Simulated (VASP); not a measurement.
# AgBr (Fm-3m) in VASP: notebook

The runs below take AgBr through single point, with PBE, r2SCAN.

Everything below comes from runs of VASP 6.6.1. Logs are shortened: lines on timing, memory, paths and dates and some standing lists are left out, and cuts for length are marked.

## Step 1: The cell of the first run

It takes space group Fm-3m (No. 225, cubic). Conventional cell: a = 5.843 Å, b = 5.843 Å, c = 5.843 Å, α = 90.00°, β = 90.00°, γ = 90.00°. Within 3.8 Å of Ag (site symmetry m-3m) lie 6 Br at 2.92 Å. Within 3.8 Å of Br (site symmetry m-3m) lie 6 Ag at 2.92 Å.

## Step 2: Single point, PBE

INCAR reads:

```
SYSTEM = AgBr
ALGO = Normal
EDIFF = 1E-6
ENCUT = 500
GGA = PE
GGA_COMPAT = .False.
ISIF = 2
ISMEAR = -1
LASPH = .True.
LCHARG = .False.
LREAL = .False.
LWAVE = .False.
NBANDS = 16
NELM = 120
PREC = Accurate
SIGMA = 0.02
```

KPOINTS reads:

```
k-points
0
Gamma
  8 8 8
  0 0 0
```

POSCAR reads:

```
AgBr
1.0
    0.0000000000      2.9216612931      2.9216612931
    2.9216612931      0.0000000000      2.9216612931
    2.9216612931      2.9216612931      0.0000000000
Ag Br
1 1
Direct
    0.0000000000      0.0000000000      0.0000000000
    0.5000000000      0.5000000000      0.5000000000
```

Potentials or basis: VASP PAW PBE potentials, release 64 (Ag, Br).

On the command line:

```sh
cat potpaw_PBE.64/Ag/POTCAR potpaw_PBE.64/Br/POTCAR > POTCAR
mpirun -np 1 vasp_std > vasp.out
```

OUTCAR:

```text
SYSTEM = AgBr
   EDIFF = 1E-6
   ENCUT = 500
   GGA = PE
   ISIF = 2
   ISMEAR = -1
   LASPH = .True.
   LREAL = .False.
   NELM = 120
   PREC = Accurate

 ion  position               nearest neighbor table
   1  0.000  0.000  0.000-   2 2.92   2 2.92   2 2.92   2 2.92   2 2.92   2 2.92
   2  0.500  0.500  0.500-   1 2.92   1 2.92   1 2.92   1 2.92   1 2.92   1 2.92

  LATTYP: Found a face centered cubic cell.
 ALAT       =     5.8433225862

  Lattice vectors:

 A1 = (   0.0000000000,   2.9216612931,   2.9216612931)
 A2 = (   2.9216612931,   0.0000000000,   2.9216612931)
 A3 = (   2.9216612931,   2.9216612931,   0.0000000000)

Analysis of symmetry for initial positions (statically):
=====================================================================
 Subroutine PRICEL returns:
 Original cell was already a primitive cell.

 Routine SETGRP: Setting up the symmetry group for a
 face centered cubic supercell.

 Subroutine GETGRP returns: Found 48 space group operations
 (whereof 48 operations were pure point group operations)
 out of a pool of 48 trial point group operations.

The static configuration has the point symmetry O_h .

Analysis of symmetry for dynamics (positions and initial velocities):
=====================================================================
 Subroutine PRICEL returns:
 Original cell was already a primitive cell.

 Routine SETGRP: Setting up the symmetry group for a
 face centered cubic supercell.

 Subroutine GETGRP returns: Found 48 space group operations
 (whereof 48 operations were pure point group operations)
 out of a pool of 48 trial point group operations.

The dynamic configuration has the point symmetry O_h .

 Subroutine INISYM returns: Found 48 space group operations
 (whereof 48 operations are pure point group operations),
 and found     1 'primitive' translations

----------------------------------------------------------------------------------------

                                     Primitive cell

  volume of cell :      49.8792

  direct lattice vectors                    reciprocal lattice vectors
     0.000000000  2.921661293  2.921661293    -0.171135512  0.171135512  0.171135512
     2.921661293  0.000000000  2.921661293     0.171135512 -0.171135512  0.171135512
     2.921661293  2.921661293  0.000000000     0.171135512  0.171135512 -0.171135512

  length of vectors
     4.131853025  4.131853025  4.131853025     0.296415401  0.296415401  0.296415401

  position of ions in fractional coordinates (direct lattice)
     0.000000000  0.000000000  0.000000000
     0.500000000  0.500000000  0.500000000

  ion indices of the primitive-cell ions
   primitive index   ion index
                 1           1
                 2           2

----------------------------------------------------------------------------------------

 KPOINTS: k-points

Automatic generation of k-mesh.
 Grid dimensions read from file:
 generate k-points for:    8    8    8

 Generating k-lattice:

  Cartesian coordinates                     Fractional coordinates (reciprocal lattice)
    -0.021391939  0.021391939  0.021391939     0.125000000  0.000000000  0.000000000
     0.021391939 -0.021391939  0.021391939     0.000000000  0.125000000  0.000000000
     0.021391939  0.021391939 -0.021391939     0.000000000  0.000000000  0.125000000

  Length of vectors
     0.037051925  0.037051925  0.037051925

  Shift w.r.t. Gamma in fractional coordinates (k-lattice)
     0.000000000  0.000000000  0.000000000

 Subroutine IBZKPT returns following result:
 ===========================================

 Found     29 irreducible k-points:

 Following reciprocal coordinates:
            Coordinates               Weight
  0.000000  0.000000  0.000000      1.000000
  0.125000  0.000000  0.000000      8.000000
  0.250000  0.000000  0.000000      8.000000
  0.375000  0.000000  0.000000      8.000000
  0.500000  0.000000  0.000000      4.000000
  0.125000  0.125000  0.000000      6.000000
[... 16 lines left out ...]
  0.500000  0.250000  0.125000     48.000000
 -0.375000  0.250000  0.125000     24.000000
 [... further k-points ...]
   k-points           NKPTS =     29   k-points in BZ     NKDIM =     29   number of bands    NBANDS=     16
   number of dos      NEDOS =    301   number of ions     NIONS =      2
   total plane-waves  NPLWV =  27000
   dimension x,y,z NGX =    30 NGY =   30 NGZ =   30
   dimension x,y,z NGXF=    60 NGYF=   60 NGZF=   60
   ions per type =               1   1
   NGX,Y,Z   is equivalent  to a cutoff of  12.07, 12.07, 12.07 a.u.
   NGXF,Y,Z  is equivalent  to a cutoff of  24.14, 24.14, 24.14 a.u.
 SYSTEM =  AgBr
   PREC   = accura    normal or accurate (medium, high low for compatibility)
   ISTART =      0    job   : 0-new  1-cont  2-samecut
   ICHARG =      2    charge: 1-file 2-atom 10-const
   ISPIN  =      1    spin polarized calculation?
   LNONCOLLINEAR =      F non collinear calculations
   LSORBIT =      F    spin-orbit coupling
   LASPH  =      T    aspherical Exc in radial PAW
   ENCUT  =  500.0 eV  36.75 Ry    6.06 a.u.   7.53  7.53  7.53*2*pi/ulx,y,z
   NELM   =    120;   NELMIN=  2; NELMDL= -5     # of ELM steps
   EDIFF  = 0.1E-05   stopping-criterion for ELM
   LREAL  =      F    real-space projection
   EDIFFG = 0.1E-04   stopping-criterion for IOM
   NSW    =      0    number of steps for IOM
   IBRION =     -1    ionic relax: 0-MD 1-quasi-New 2-CG
   NFREE  =      0    steps in history (QN), initial steepest desc. (CG)
   ISIF   =      2    stress and relaxation
   ISYM   =      2    0-nonsym 1-usesym 2-fastsym
   POTIM  = 0.5000    time-step for ionic-motion
   TEBEG  =    0.0;   TEEND  =   0.0 temperature during run
   PSTRESS=    0.0 pullay stress
   NELECT =      18.0000    total number of electrons
   NUPDOWN=      -1.0000    fix difference up-down
   EMIN   =  10.00;   EMAX   =-10.00  energy-range for DOS
   EFERMI =   0.00;   METHOD = LEGACY
   ISMEAR =    -1;   SIGMA  =   0.02  broadening in eV -4-tet -1-fermi 0-gaus
   EFERMI_NEDOS =   21; number of points for ismear=-14 and -15
   IALGO  =     38    algorithm
   IMIX   =      4    mixing-type and parameters
     AMIX     =   0.40;   BMIX     =  1.00
     AMIX_MAG =   1.60;   BMIX_MAG =  1.00
  volume/ion in A,a.u.               =      24.94       168.30
  Fermi-wavevector in a.u.,A,eV,Ry     =   1.165536  2.202544 18.483172  1.358475
  Thomas-Fermi vector in A             =   2.302061
   LORBIT       =      0    0 simple, 1 ext, 2 COOP (PROOUT), +10 PAW based schemes
   GGA     = PE    functional components
   LHFCALC =     F    Hartree Fock is set to
   AEXX    =    0.0000 exact exchange contribution
   IVDW    =     0    specifies the selected vdW correction
   LEPSILON=     F    determine dielectric tensor
   LRPA    =     F    only Hartree local field effects (RPA)
 non-spin polarized calculation
  energy-cutoff  :      500.00
  volume of cell :       49.88
 maximum number of plane-waves:      1283
   NGX = 15   NGY = 15   NGZ = 15

 number of electron      18.0000001 magnetization

 Free energy of the ion-electron system (eV)
  ---------------------------------------------------
  ext. energy  EPLUGINS =         0.00000000
  ---------------------------------------------------
  free energy    TOTEN  =        -5.00025921 eV

  energy without entropy =       -5.00025921  energy(sigma->0) =       -5.00025921

 E-fermi :   3.3517     XC(G=0):  -9.5903

 val. band max:        2.9834809599   @ k =   0.5000   0.0000   0.0000
 cond. band min:       3.6712610900   @ k =   0.0000   0.0000   0.0000
 fundamental gap:      0.6877801301
 Fermi energy:         3.3516983048

 k-point     1 :       0.0000    0.0000    0.0000
  band No.  band energies     occupation
      1     -11.7638      2.00000
      2       0.4016      2.00000
      3       0.4016      2.00000
      4       0.4020      2.00000
      5       0.4020      2.00000
      6       0.4020      2.00000
[... 8 lines left out ...]
     15      14.5509      0.00000
     16      14.5509      0.00000

 k-point     2 :       0.1250    0.0000    0.0000
  band No.  band energies     occupation
      1     -11.7117      2.00000
      2       0.0418      2.00000
      3       0.0418      2.00000
      4       0.0931      2.00000
      5       0.4396      2.00000
      6       0.4396      2.00000
[... 8 lines left out ...]
     15      13.8352      0.00000
     16      14.2113      0.00000

 k-point     3 :       0.2500    0.0000    0.0000
  band No.  band energies     occupation
      1     -11.5812      2.00000
      2      -0.8274      2.00000
      3      -0.4321      2.00000
      4      -0.4321      2.00000
      5       0.5324      2.00000
      6       0.5324      2.00000
[... 8 lines left out ...]
     15      14.3063      0.00000
     16      14.3063      0.00000

 k-point     4 :       0.3750    0.0000    0.0000
  band No.  band energies     occupation
      1     -11.4429      2.00000
      2      -1.5788      2.00000
      3      -0.7514      2.00000
      4      -0.7514      2.00000
      5       0.6283      2.00000
      6       0.6283      2.00000
[... 8 lines left out ...]
     15      15.3485      0.00000
     16      15.3485      0.00000
[... 324 lines left out ...]
 k-point    22 :       0.3750    0.2500    0.1250
  band No.  band energies     occupation
      1     -11.4988      2.00000
      2      -1.2026      2.00000
      3      -0.4858      2.00000
      4      -0.1213      2.00000
      5       0.4905      2.00000
      6       0.6096      2.00000
[... 8 lines left out ...]
     15      16.3055      0.00000
     16      16.8065      0.00000

 k-point    23 :       0.5000    0.2500    0.1250
  band No.  band energies     occupation
      1     -11.3981      2.00000
      2      -1.3945      2.00000
      3      -0.7487      2.00000
      4      -0.4787      2.00000
      5       0.5702      2.00000
      6       0.6732      2.00000
[... 8 lines left out ...]
     15      16.5955      0.00000
     16      16.8296      0.00000

 k-point    24 :      -0.3750    0.2500    0.1250
  band No.  band energies     occupation
      1     -11.3553      2.00000
      2      -1.4521      2.00000
      3      -0.7655      2.00000
      4      -0.7482      2.00000
      5       0.6255      2.00000
      6       0.6763      2.00000
[... 8 lines left out ...]
     15      15.4163      0.00000
     16      17.1426      0.00000

 [... further k-points ...]

------------------------ aborting loop because EDIFF is reached ----------------------------------------

  FORCE on cell =-STRESS in cart. coord.  units (eV):
  Direction    XX          YY          ZZ          XY          YZ          ZX
  --------------------------------------------------------------------------------------
  -------------------------------------------------------------------------------------
  Total       -0.0254265     -0.0254265     -0.0254265      0.0000000      0.0000000      0.0000000
  in kB       -0.8167270     -0.8167270     -0.8167270      0.0000000      0.0000000      0.0000000
  external PRESSURE =      -0.8167270 kB  Pullay stress =       0.0000000 kB

 VOLUME and BASIS-vectors are now :
 -----------------------------------------------------------------------------
  energy-cutoff  :      500.00
  volume of cell :       49.88
      direct lattice vectors                 reciprocal lattice vectors
     0.000000000  2.921661293  2.921661293    -0.171135512  0.171135512  0.171135512
     2.921661293  0.000000000  2.921661293     0.171135512 -0.171135512  0.171135512
     2.921661293  2.921661293  0.000000000     0.171135512  0.171135512 -0.171135512

 POSITION                                       TOTAL-FORCE (eV/Angst)
 -----------------------------------------------------------------------------------
      0.00000      0.00000      0.00000         0.000000     -0.000000     -0.000000
      2.92166      2.92166      2.92166         0.000000      0.000000      0.000000
 -----------------------------------------------------------------------------------
    total drift:                               -0.000000      0.000000      0.000000

  FREE ENERGIE OF THE ION-ELECTRON SYSTEM (eV)
  ---------------------------------------------------
  free  energy   TOTEN  =        -5.0002592142 eV

  energy  without entropy=       -5.0002592139  energy(sigma->0) =       -5.00025921
```

Run time: 18 s. Hardware: 1 thread of Intel Xeon Platinum 8488C (Sapphire Rapids), shared host; peak memory 0.17 GiB.

Results:

```
Free energy            : -5.0003 eV
Pressure               : -0.1 GPa
Band gap on the k mesh : 0.69 eV, indirect (least direct gap 2.43 eV)
```

## Step 3: Single point, r2SCAN

This run uses another cell than the first one, of 24.21 Å³/atom, 0.971 times its volume.

POSCAR reads:

```
AgBr
1.0
    0.0000000000      2.8927623052      2.8927623052
    2.8927623052      0.0000000000      2.8927623052
    2.8927623052      2.8927623052      0.0000000000
Ag Br
1 1
Direct
    0.0000000000      0.0000000000      0.0000000000
    0.5000000000      0.5000000000      0.5000000000
```

INCAR.step1 reads:

```
PREC     = Accurate       # precision mode
ENCUT    = 550            # plane-wave cutoff, eV
ISMEAR   = -1             # smearing method
SIGMA    = 0.02           # smearing width, eV
LREAL    = F              # projectors in reciprocal space
LASPH    = T              # aspherical terms in the spheres
NELM     = 120            # most SCF steps
NBANDS   = 16             # bands
GGA      = PE             # functional
ALGO     = Normal         # electronic algorithm
EDIFF    = 1E-5           # SCF threshold, eV
LWAVE    = T              # write WAVECAR
LCHARG   = F              # write CHGCAR
GGA_COMPAT= F
```

INCAR.step2 reads:

```
PREC     = Accurate       # precision mode
ENCUT    = 550            # plane-wave cutoff, eV
EDIFF    = 1E-6           # SCF threshold, eV
ISMEAR   = -1             # smearing method
SIGMA    = 0.02           # smearing width, eV
LREAL    = F              # projectors in reciprocal space
LASPH    = T              # aspherical terms in the spheres
NELM     = 120            # most SCF steps
ALGO     = Normal         # electronic algorithm
ISIF     = 2              # what is computed and relaxed
LWAVE    = F              # write WAVECAR
LCHARG   = F              # write CHGCAR
METAGGA  = R2SCAN         # meta-GGA
LMIXTAU  = T            
NBANDS   = 16             # bands
ISTART   = 1            
GGA_COMPAT= F
```

KPOINTS reads:

```
regular mesh
0
Gamma
  8 8 8
```

Potentials or basis: VASP PAW PBE potentials, release 64 (Ag, Br).

On the command line:

```sh
cat potpaw_PBE.64/Ag/POTCAR potpaw_PBE.64/Br/POTCAR > POTCAR
cp INCAR.step1 INCAR
mpirun -np 1 vasp_std > vasp.out
cp INCAR.step2 INCAR
mpirun -np 1 vasp_std > vasp.out
```

Wall time 71 s (1 thread of Intel Xeon Platinum 8488C (Sapphire Rapids), shared host); peak memory 0.2 GiB.

Results (log left out):

```yaml
Free_energy: -35.5144 eV
Pressure: -0.1 GPa
Band_gap_on_the_k_mesh: 1.25 eV, indirect (least direct gap 3.19 eV)
```

Levels at points of the mesh, in eV from the valence-band top:
```csv
k point,band 6,band 7,band 8,band 9,band 10,band 11,band 12,band 13
"(0.00, 0.00, 0.00)",-2.67,-1.94,-1.94,-1.94,1.25,10.42,10.42,10.42
"(0.50, 0.00, 0.00)",-2.40,-2.06,0.00,0.00,4.31,7.08,7.41,7.41
"(0.50, 0.50, 0.00)",-2.52,-2.30,-2.30,-2.19,2.19,7.45,9.61,11.77
```

Caveat: the PAW data sets were made with another functional, which shifts forces and pressure a little.
